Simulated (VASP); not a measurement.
A run of VASP 6.6.1 is set up as follows.

INCAR

```
PREC = Accurate ; ENCUT = 520
EDIFF = 1E-6 ; ISMEAR = 0
SIGMA = 0.01 ; LREAL = False
LASPH = True ; NELM = 120
ALGO = Normal ; ISIF = 2
LWAVE = False ; LCHARG = False
GGA = CA ; NBANDS = 26
GGA_COMPAT = False
```

Contents of KPOINTS:

```
Automatic mesh
0
Gamma
  2 2 4
```

POSCAR

```
AlN
1.0
    0.0000000000      4.3679800000      4.3679800000
    4.3679800000      0.0000000000      4.3679800000
    2.1839900000      2.1839900000      0.0000000000
Al N
4 4
Direct
   -0.0061275464     -0.0163045618      0.0173059400
    0.0106105110      0.4899476417     -0.0330557832
    0.4871544742     -0.0068631267      0.0289021470
    0.5174740956      0.4839299859      0.0302329681
    0.3811973727      0.3614381247      0.7657862444
    0.3650424224      0.8745049199      0.7924564673
    0.8930768914      0.3505045811      0.7479058970
    0.8780756780      0.8516167656      0.7614888347
```

Potentials or basis: VASP PAW LDA potentials, release 64 (Al, N).

Launch:

```bash
$ cat potpaw_LDA.64/Al/POTCAR potpaw_LDA.64/N/POTCAR > POTCAR
$ mpirun -np 1 vasp_std > vasp.out
```

Q: Estimate the pressure.

A: -2.0 GPa.

Q: Estimate the band gap on the k mesh.

A: 3.09 eV.

Stress tensor (GPa, compression positive):
```
-2.49 -0.35  1.97
-0.35 -1.94 -0.03
 1.97 -0.03 -1.51
```

Caveat: the k points lie up to 0.62 Å⁻¹ apart; forces of over 1 eV/Å act on the atoms, so gaps and moduli don't describe the material at rest. A k mesh can miss the band edges.
